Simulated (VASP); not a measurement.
# Ta2N (P-31m) in VASP: notebook

Runs on Ta2N. Level: PBEsol. Tasks: single point.

Program: VASP 6.6.1. These are calculated values, not measurements. Logs are shortened: lines on timing, memory, paths and dates and some standing lists are left out, and cuts for length are marked.

### Step 1. The cell of the first run

Symmetry: P-31m, No. 162, trigonal system. The conventional cell has a = 5.297 Å, b = 5.297 Å, c = 4.939 Å, α = 90.00°, β = 90.00°, γ = 120.00°. Within 2.8 Å of Ta (site symmetry m) lie 3 N at 2.15 to 2.16 Å. Within 2.9 Å of N (site symmetry 32) lie 6 Ta at 2.16 Å. N (site symmetry -3m) has 6 Ta at 2.15 Å within 2.8 Å.

### Step 2. Single point, PBEsol

The input, INCAR:

```
SYSTEM = Ta2N
ALGO = Normal
EDIFF = 1E-6
ENCUT = 520
GGA = PS
ISIF = 2
ISMEAR = 0
LASPH = .True.
LCHARG = .False.
LREAL = .False.
LWAVE = .False.
NBANDS = 50
NELM = 60
PREC = Accurate
SIGMA = 0.01
```

The input, KPOINTS:

```
k-points
0
Gamma
  6 6 4
  0 0 0
```

The input, POSCAR:

```
Ta2N
1.0
    5.2965720514      0.0000000000      0.0000000000
   -2.6482860257      4.5869659495      0.0000000000
    0.0000000000      0.0000000000      4.9391825701
Ta N
6 3
Direct
    0.6663616700      0.6663616700      0.7536182600
    0.0000000000      0.3336383300      0.7536182600
    0.3336383300      0.0000000000      0.7536182600
    0.3336383300      0.3336383300      0.2463817400
    0.0000000000      0.6663616700      0.2463817400
    0.6663616700      0.0000000000      0.2463817400
    0.6666666667      0.3333333333      0.5000000000
    0.3333333333      0.6666666667      0.5000000000
    0.0000000000      0.0000000000      0.0000000000
```

Potentials or basis: VASP PAW PBE potentials, release 64 (Ta_pv, N).

On the command line:

```sh
$ cat potpaw_PBE.64/Ta_pv/POTCAR potpaw_PBE.64/N/POTCAR > POTCAR
$ mpirun -np 1 vasp_std > vasp.out
```

OUTCAR:

```text
SYSTEM = Ta2N
   EDIFF = 1E-6
   ENCUT = 520
   GGA = PS
   ISIF = 2
   ISMEAR = 0
   LASPH = .True.
   LREAL = .False.
   NELM = 60
   PREC = Accurate

 ion  position               nearest neighbor table
   1  0.666  0.666  0.754-   9 2.15   8 2.16   7 2.16   4 3.00   5 3.01   6 3.01   2 3.06   2 3.06
                             3 3.06   3 3.06   3 3.06   2 3.06   4 3.06   5 3.07   6 3.07
   2  0.000  0.334  0.754-   9 2.15   7 2.16   8 2.16   5 3.00   4 3.01   6 3.01   1 3.06   1 3.06
                             3 3.06   3 3.06   3 3.06   1 3.06   5 3.06   4 3.07   6 3.07
   3  0.334  0.000  0.754-   9 2.15   8 2.16   7 2.16   6 3.00   4 3.01   5 3.01   2 3.06   1 3.06
                             1 3.06   2 3.06   2 3.06   1 3.06   6 3.06   5 3.07   4 3.07
   4  0.334  0.334  0.246-   9 2.15   7 2.16   8 2.16   1 3.00   2 3.01   3 3.01   5 3.06   5 3.06
                             6 3.06   6 3.06   6 3.06   5 3.06   1 3.06   2 3.07   3 3.07
   5  0.000  0.666  0.246-   9 2.15   8 2.16   7 2.16   2 3.00   1 3.01   3 3.01   4 3.06   4 3.06
                             6 3.06   6 3.06   6 3.06   4 3.06   2 3.06   1 3.07   3 3.07
   6  0.666  0.000  0.246-   9 2.15   7 2.16   8 2.16   3 3.00   1 3.01   2 3.01   4 3.06   5 3.06
                             4 3.06   5 3.06   5 3.06   4 3.06   3 3.06   2 3.07   1 3.07
   7  0.667  0.333  0.500-   2 2.16   6 2.16   5 2.16   3 2.16   4 2.16   1 2.16
   8  0.333  0.667  0.500-   5 2.16   3 2.16   2 2.16   6 2.16   1 2.16   4 2.16
   9  0.000  0.000  0.000-   3 2.15   6 2.15   1 2.15   4 2.15   5 2.15   2 2.15

  LATTYP: Found a hexagonal cell.
 ALAT       =     5.2965720514
 C/A-ratio  =     0.9325243803

  Lattice vectors:

 A1 = (   5.2965720514,   0.0000000000,   0.0000000000)
 A2 = (  -2.6482860257,   4.5869659495,   0.0000000000)
 A3 = (   0.0000000000,   0.0000000000,   4.9391825701)

Analysis of symmetry for initial positions (statically):
=====================================================================
 Subroutine PRICEL returns:
 Original cell was already a primitive cell.

 Routine SETGRP: Setting up the symmetry group for a
 hexagonal supercell.

 Subroutine GETGRP returns: Found 12 space group operations
 (whereof 12 operations were pure point group operations)
 out of a pool of 24 trial point group operations.

The static configuration has the point symmetry D_3d.

Analysis of symmetry for dynamics (positions and initial velocities):
=====================================================================
 Subroutine PRICEL returns:
 Original cell was already a primitive cell.

 Routine SETGRP: Setting up the symmetry group for a
 hexagonal supercell.

 Subroutine GETGRP returns: Found 12 space group operations
 (whereof 12 operations were pure point group operations)
 out of a pool of 24 trial point group operations.

The dynamic configuration has the point symmetry D_3d.

 Subroutine INISYM returns: Found 12 space group operations
 (whereof 12 operations are pure point group operations),
 and found     1 'primitive' translations

----------------------------------------------------------------------------------------

                                     Primitive cell

  volume of cell :     119.9984

  direct lattice vectors                    reciprocal lattice vectors
     5.296572051  0.000000000  0.000000000     0.188801359  0.109004515  0.000000000
    -2.648286026  4.586965949  0.000000000     0.000000000  0.218009031  0.000000000
     0.000000000  0.000000000  4.939182570     0.000000000  0.000000000  0.202462652

  length of vectors
     5.296572051  5.296572051  4.939182570     0.218009031  0.218009031  0.202462652

  position of ions in fractional coordinates (direct lattice)
     0.666361670  0.666361670  0.753618260
     0.000000000  0.333638330  0.753618260
     0.333638330  0.000000000  0.753618260
     0.333638330  0.333638330  0.246381740
     0.000000000  0.666361670  0.246381740
     0.666361670  0.000000000  0.246381740
     0.666666667  0.333333333  0.500000000
     0.333333333  0.666666667  0.500000000
     0.000000000  0.000000000  0.000000000

  ion indices of the primitive-cell ions
   primitive index   ion index
                 1           1
                 2           2
                 3           3
                 4           4
                 5           5
                 6           6
                 7           7
                 8           8
                 9           9

----------------------------------------------------------------------------------------

 KPOINTS: k-points

Automatic generation of k-mesh.
 Grid dimensions read from file:
 generate k-points for:    6    6    4

 Generating k-lattice:

  Cartesian coordinates                     Fractional coordinates (reciprocal lattice)
     0.031466893  0.018167419  0.000000000     0.166666667  0.000000000  0.000000000
     0.000000000  0.036334838  0.000000000     0.000000000  0.166666667  0.000000000
     0.000000000  0.000000000  0.050615663     0.000000000  0.000000000  0.250000000

  Length of vectors
     0.036334838  0.036334838  0.050615663

  Shift w.r.t. Gamma in fractional coordinates (k-lattice)
     0.000000000  0.000000000  0.000000000

 Subroutine IBZKPT returns following result:
 ===========================================

 Found     24 irreducible k-points:

 Following reciprocal coordinates:
            Coordinates               Weight
  0.000000  0.000000  0.000000      1.000000
  0.166667  0.000000  0.000000      6.000000
  0.333333  0.000000  0.000000      6.000000
  0.500000  0.000000  0.000000      3.000000
  0.166667  0.166667  0.000000      6.000000
  0.333333  0.166667  0.000000     12.000000
[... 16 lines left out ...]
  0.333333  0.166667  0.500000     12.000000
  0.333333  0.333333  0.500000      2.000000
   k-points           NKPTS =     24   k-points in BZ     NKDIM =     24   number of bands    NBANDS=     50
   number of dos      NEDOS =    301   number of ions     NIONS =      9
   total plane-waves  NPLWV =  64000
   dimension x,y,z NGX =    40 NGY =   40 NGZ =   40
   dimension x,y,z NGXF=    80 NGYF=   80 NGZF=   80
   ions per type =               6   3
   NGX,Y,Z   is equivalent  to a cutoff of  12.55, 12.55, 13.46 a.u.
   NGXF,Y,Z  is equivalent  to a cutoff of  25.11, 25.11, 26.93 a.u.
 SYSTEM =  Ta2N
   PREC   = accura    normal or accurate (medium, high low for compatibility)
   ISTART =      0    job   : 0-new  1-cont  2-samecut
   ICHARG =      2    charge: 1-file 2-atom 10-const
   ISPIN  =      1    spin polarized calculation?
   LNONCOLLINEAR =      F non collinear calculations
   LSORBIT =      F    spin-orbit coupling
   LASPH  =      T    aspherical Exc in radial PAW
   ENCUT  =  520.0 eV  38.22 Ry    6.18 a.u.   9.85  9.85  9.18*2*pi/ulx,y,z
   NELM   =     60;   NELMIN=  2; NELMDL= -5     # of ELM steps
   EDIFF  = 0.1E-05   stopping-criterion for ELM
   LREAL  =      F    real-space projection
   EDIFFG = 0.1E-04   stopping-criterion for IOM
   NSW    =      0    number of steps for IOM
   IBRION =     -1    ionic relax: 0-MD 1-quasi-New 2-CG
   NFREE  =      0    steps in history (QN), initial steepest desc. (CG)
   ISIF   =      2    stress and relaxation
   ISYM   =      2    0-nonsym 1-usesym 2-fastsym
   POTIM  = 0.5000    time-step for ionic-motion
   TEBEG  =    0.0;   TEEND  =   0.0 temperature during run
   PSTRESS=    0.0 pullay stress
   NELECT =      81.0000    total number of electrons
   NUPDOWN=      -1.0000    fix difference up-down
   EMIN   =  10.00;   EMAX   =-10.00  energy-range for DOS
   EFERMI =   0.00;   METHOD = LEGACY
   ISMEAR =     0;   SIGMA  =   0.01  broadening in eV -4-tet -1-fermi 0-gaus
   EFERMI_NEDOS =   21; number of points for ismear=-14 and -15
   IALGO  =     38    algorithm
   IMIX   =      4    mixing-type and parameters
     AMIX     =   0.40;   BMIX     =  1.00
     AMIX_MAG =   1.60;   BMIX_MAG =  1.00
  volume/ion in A,a.u.               =      13.33        89.98
  Fermi-wavevector in a.u.,A,eV,Ry     =   1.436078  2.713794 28.059565  2.062320
  Thomas-Fermi vector in A             =   2.555306
   LORBIT       =      0    0 simple, 1 ext, 2 COOP (PROOUT), +10 PAW based schemes
   GGA     = PS    functional components
   LHFCALC =     F    Hartree Fock is set to
   AEXX    =    0.0000 exact exchange contribution
   IVDW    =     0    specifies the selected vdW correction
   LEPSILON=     F    determine dielectric tensor
   LRPA    =     F    only Hartree local field effects (RPA)
 non-spin polarized calculation
 Gauss-broadening in eV      SIGMA  =   0.01
  energy-cutoff  :      520.00
  volume of cell :      120.00
 maximum number of plane-waves:      3258
   NGX = 19   NGY = 19   NGZ = 19

 number of electron      81.0000001 magnetization

 Free energy of the ion-electron system (eV)
  ---------------------------------------------------
  ext. energy  EPLUGINS =         0.00000000
  ---------------------------------------------------
  free energy    TOTEN  =      -110.55079205 eV

  energy without entropy =     -110.55065089  energy(sigma->0) =     -110.55072147

 E-fermi :   7.2811     XC(G=0): -13.0838

 val. band max:        7.2701719797   @ k =   0.1667   0.1667   0.0000
 cond. band min:       7.2921100886   @ k =   0.1667   0.0000   0.5000
 fundamental gap:      0.0219381089
 Fermi energy:         7.2811410342

 k-point     1 :       0.0000    0.0000    0.0000
  band No.  band energies     occupation
      1     -28.3721      2.00000
      2     -27.9886      2.00000
      3     -27.8328      2.00000
      4     -27.8328      2.00000
      5     -27.8071      2.00000
      6     -27.8071      2.00000
[... 42 lines left out ...]
     49      10.2651      0.00000
     50      10.8872      0.00000

 k-point     2 :       0.1667    0.0000    0.0000
  band No.  band energies     occupation
      1     -28.3460      2.00000
      2     -28.0156      2.00000
      3     -27.8894      2.00000
      4     -27.8745      2.00000
      5     -27.8368      2.00000
      6     -27.7582      2.00000
[... 1158 lines left out ...]
 k-point    24 :       0.3333    0.3333    0.5000
  band No.  band energies     occupation
      1     -28.1907      2.00000
      2     -28.1119      2.00000
      3     -28.1119      2.00000
      4     -27.8671      2.00000
      5     -27.8671      2.00000
      6     -27.7620      2.00000
[... 42 lines left out ...]
     49      10.2450      0.00000
     50      10.2469      0.00000

------------------------ aborting loop because EDIFF is reached ----------------------------------------

  FORCE on cell =-STRESS in cart. coord.  units (eV):
  Direction    XX          YY          ZZ          XY          YZ          ZX
  --------------------------------------------------------------------------------------
  -------------------------------------------------------------------------------------
  Total       -3.4480776     -3.4480776     -3.8991779      0.0000000      0.0000000      0.0000000
  in kB      -46.0375431    -46.0375431    -52.0604786      0.0000000      0.0000000      0.0000000
  external PRESSURE =     -48.0451883 kB  Pullay stress =       0.0000000 kB

 VOLUME and BASIS-vectors are now :
 -----------------------------------------------------------------------------
  energy-cutoff  :      520.00
  volume of cell :      120.00
      direct lattice vectors                 reciprocal lattice vectors
     5.296572051  0.000000000  0.000000000     0.188801359  0.109004515  0.000000000
    -2.648286026  4.586965949  0.000000000     0.000000000  0.218009031  0.000000000
     0.000000000  0.000000000  4.939182570     0.000000000  0.000000000  0.202462652

 POSITION                                       TOTAL-FORCE (eV/Angst)
 -----------------------------------------------------------------------------------
      1.76472      3.05658      3.72226         0.009244      0.016010     -0.056291
     -0.88357      1.53039      3.72226         0.009244     -0.016010     -0.056291
      1.76714      0.00000      3.72226        -0.018487     -0.000000     -0.056291
      0.88357      1.53039      1.21692        -0.009244     -0.016010      0.056291
     -1.76472      3.05658      1.21692        -0.009244      0.016010      0.056291
      3.52943      0.00000      1.21692         0.018487      0.000000      0.056291
      2.64829      1.52899      2.46959         0.000000     -0.000000     -0.000000
     -0.00000      3.05798      2.46959        -0.000000      0.000000     -0.000000
      0.00000      0.00000      0.00000        -0.000000      0.000000     -0.000000
 -----------------------------------------------------------------------------------
    total drift:                               -0.000000     -0.000000     -0.000000

  FREE ENERGIE OF THE ION-ELECTRON SYSTEM (eV)
  ---------------------------------------------------
  free  energy   TOTEN  =      -110.5507920486 eV

  energy  without entropy=     -110.5506508924  energy(sigma->0) =     -110.55072147
```

Wall time 3.5 min (1 thread of Intel Xeon 8259CL, shared host); peak memory 0.3 GiB.

Results:

- Free energy: -110.5508 eV
- Pressure: -4.8 GPa
- Largest force: 0.059 eV/Å
- Band gap on the k mesh: zero (an odd number of electrons rules out a gap without spin polarisation)

Forces in eV/Å, atoms in the order of the input:
```
Ta   0.009  0.016 -0.056
Ta   0.009 -0.016 -0.056
Ta  -0.018  0.000 -0.056
Ta  -0.009 -0.016  0.056
Ta  -0.009  0.016  0.056
Ta   0.018  0.000  0.056
N    0.000  0.000  0.000
N    0.000  0.000  0.000
N    0.000  0.000  0.000
```

Levels at points of the mesh, in eV from the Fermi level:
| k point | band 38 | band 39 | band 40 | band 41 | band 42 | band 43 | band 44 | band 45 |
| --- | --- | --- | --- | --- | --- | --- | --- | --- |
| (0.00, 0.00, 0.00) | -0.78 | -0.44 | -0.44 | -0.31 | -0.08 | -0.08 | 0.73 | 0.73 |
| (0.50, 0.00, 0.00) | -1.93 | -1.36 | 0.41 | 0.62 | 0.98 | 1.02 | 1.83 | 2.29 |
| (0.00, 0.00, 0.50) | -1.71 | -1.36 | -1.36 | -0.90 | 0.68 | 0.68 | 0.88 | 2.08 |
| (0.50, 0.00, 0.50) | -1.22 | -1.18 | -0.71 | -0.06 | 0.18 | 0.19 | 0.67 | 1.01 |

Caveat: the cell stands under tension; the PAW data sets were made with another functional, which shifts forces and pressure a little; spin-orbit coupling is left out, which moves the levels of the heavy elements.

### Step 3. Single point, PBEsol

The input, INCAR:

```
ALGO     = Normal         # electronic algorithm
EDIFF    = 1E-6           # SCF threshold, eV
ENCUT    = 520            # plane-wave cutoff, eV
GGA      = PS             # functional
ISIF     = 2              # what is computed and relaxed
ISMEAR   = 0              # smearing method
LASPH    = T              # aspherical terms in the spheres
LCHARG   = T              # write CHGCAR
LELF     = T              # ELF
LREAL    = F              # projectors in reciprocal space
LVHAR    = T            
LWAVE    = F              # write WAVECAR
NBANDS   = 50             # bands
NELM     = 60             # most SCF steps
PREC     = Accurate       # precision mode
SIGMA    = 0.05           # smearing width, eV
```

The input, KPOINTS:

```
k-points
0
Gamma
  6 6 4
```

POSCAR is that of step 2.

Potentials or basis: VASP PAW PBE potentials, release 64 (Ta_pv, N).

On the command line:

```sh
$ cat potpaw_PBE.64/Ta_pv/POTCAR potpaw_PBE.64/N/POTCAR > POTCAR
$ mpirun -np 1 vasp_std > vasp.out
```

It took 3.7 min on 1 thread of Intel Xeon 8259CL, shared host; peak memory 0.3 GiB.

It converged, with:

- Free energy: -110.5525 eV
- Pressure: -4.8 GPa
- Largest force: 0.085 eV/Å
- Band gap on the k mesh: zero (an odd number of electrons rules out a gap without spin polarisation)

Forces on the atoms (eV/Å):
```
Ta   0.016  0.028 -0.078
Ta   0.016 -0.028 -0.078
Ta  -0.032  0.000 -0.078
Ta  -0.016 -0.028  0.078
Ta  -0.016  0.028  0.078
Ta   0.032  0.000  0.078
N    0.000  0.000  0.000
N    0.000  0.000  0.000
N    0.000  0.000  0.000
```

Stress tensor (GPa, compression positive):
```
-4.63  0.00  0.00
 0.00 -4.63  0.00
 0.00  0.00 -5.17
```

Levels at points of the mesh, in eV from the Fermi level:
```tsv
k point	band 38	band 39	band 40	band 41	band 42	band 43	band 44	band 45
(0.00, 0.00, 0.00)	-0.77	-0.44	-0.44	-0.31	-0.08	-0.08	0.73	0.73
(0.50, 0.00, 0.00)	-1.93	-1.36	0.42	0.62	0.98	1.02	1.84	2.30
(0.00, 0.00, 0.50)	-1.71	-1.35	-1.35	-0.90	0.69	0.69	0.89	2.08
(0.50, 0.00, 0.50)	-1.22	-1.17	-0.71	-0.06	0.18	0.20	0.67	1.02
```

Caveat: the cell stands under tension; the PAW data sets were made with another functional, which shifts forces and pressure a little; spin-orbit coupling is left out, which moves the levels of the heavy elements.

### Step 4. Single point, PBEsol

The input, INCAR:

```
SYSTEM = Ta2N
ALGO     = Normal         ! electronic algorithm
EDIFF    = 1E-6           ! SCF threshold, eV
ENCUT    = 520            ! plane-wave cutoff, eV
GGA      = PS             ! functional
ISIF     = 2              ! what is computed and relaxed
ISMEAR   = 0              ! smearing method
LASPH    = .True.         ! aspherical terms in the spheres
LCHARG   = .False.        ! write CHGCAR
LREAL    = .False.        ! projectors in reciprocal space
LWAVE    = .False.        ! write WAVECAR
NBANDS   = 50             ! bands
NELM     = 80             ! most SCF steps
PREC     = Accurate       ! precision mode
SIGMA    = 0.2            ! smearing width, eV
```

The input, KPOINTS:

```
k-points
0
Gamma
  6 6 4
  0 0 0
```

POSCAR is that of step 3.

On the command line:

```sh
$ cat potpaw_PBE.64/Ta_pv/POTCAR potpaw_PBE.64/N/POTCAR > POTCAR
$ mpirun -np 1 vasp_std > vasp.out
```

Wall time 2.9 min (1 thread of Intel Xeon 8259CL, shared host); peak memory 0.3 GiB.

Results (log left out):

| Property | Result |
| --- | --- |
| Free energy | -110.5754 eV |
| Pressure | -4.8 GPa |
| Largest force | 0.113 eV/Å |
| Band gap on the k mesh | zero (an odd number of electrons rules out a gap without spin polarisation) |

Forces in eV/Å, atoms in the order of the input:
```
Ta   0.016  0.027 -0.109
Ta   0.016 -0.027 -0.109
Ta  -0.031  0.000 -0.109
Ta  -0.016 -0.027  0.109
Ta  -0.016  0.027  0.109
Ta   0.031  0.000  0.109
N    0.000  0.000  0.000
N    0.000  0.000  0.000
N    0.000  0.000  0.000
```

Stress tensor (GPa, compression positive):
```
-4.74  0.00  0.00
 0.00 -4.74  0.00
 0.00  0.00 -4.93
```

Levels at points of the mesh, in eV from the Fermi level:
| k point | band 39 | band 40 | band 41 | band 42 | band 43 | band 44 |
| --- | --- | --- | --- | --- | --- | --- |
| (0.00, 0.00, 0.00) | -0.45 | -0.45 | -0.31 | -0.09 | -0.09 | 0.72 |
| (0.50, 0.00, 0.00) | -1.37 | 0.41 | 0.61 | 0.97 | 1.02 | 1.83 |
| (0.00, 0.00, 0.50) | -1.36 | -1.36 | -0.91 | 0.68 | 0.68 | 0.88 |
| (0.50, 0.00, 0.50) | -1.18 | -0.72 | -0.07 | 0.17 | 0.19 | 0.66 |

Caveat: the cell stands under tension; the PAW data sets were made with another functional, which shifts forces and pressure a little; spin-orbit coupling is left out, which moves the levels of the heavy elements.

(Continued in part 2 of 2.)
